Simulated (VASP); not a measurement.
# O: relaxation of cell and atoms with PBE

The system is O.

```
CELL_PARAMETERS angstrom
0.00000 1.51753 1.51753
1.51753 0.00000 1.51753
1.51753 1.51753 0.00000
ATOMIC_POSITIONS crystal
O 0.00000 0.00000 0.00000
```

* Program: VASP 6.6.1
* Task: relaxation of cell and atoms
* Functional: PBE
* Potentials or basis: VASP PAW PBE potentials, release 64 (O)
* Cutoff: 600 eV
* k mesh: 19 × 19 × 19
* Occupations: fermi-dirac, width 0.05 eV
* Spin: no spin polarisation
* Target pressure: 26 GPa
* Dipole correction: no
* Further INCAR settings: ALGO = Normal; EDIFF = 1e-06; IBRION = 2; EDIFFG = -0.005; NSW = 32; ISIF = 3

```json
{
  "Relaxed volume": "6.97 Å³/atom",
  "Relaxed cell": "a = 2.144 Å, b = 2.144 Å, c = 2.144 Å, α = 60.00°, β = 60.00°, γ = 60.00°",
  "Space group after relaxing (to 0.1 Å)": "Fm-3m (No. 225)",
  "Energy change on relaxing (the run minimises the enthalpy)": "+2.5 meV/atom",
  "Ionic steps": "3",
  "Pressure after relaxing": "26.0 GPa",
  "Band gap on the k mesh": "zero (bands 3 and 4 overlap by 3.99 eV)"
}
```

Step by step:
```csv
step,energy change (eV),largest force (eV/Å),pressure (GPa),volume (Å³)
1,0.0000,0.0000,25.46,6.99
2,0.0038,0.0000,26.27,6.97
3,0.0025,0.0000,26.00,6.97
```

Final structure:
```
CELL_PARAMETERS angstrom
0.00000 1.51638 1.51638
1.51638 0.00000 1.51638
1.51638 1.51638 0.00000
ATOMIC_POSITIONS crystal
O 0.00000 0.00000 0.00000
```

Levels at points of the mesh, in eV from the Fermi level:
```
           k point  band 1  band 2  band 3  band 4  band 5  band 6
(0.00, 0.00, 0.00)  -22.64    2.24    2.24    2.24   20.80   36.30
```

Wall time 12 s on 1 thread of AMD EPYC 9R45 96-Core Processor (Zen 5), on a shared host, peak memory 0.09 GiB.

Caveat: the cell is relaxed towards a set pressure, so the run minimises the enthalpy, not the energy.
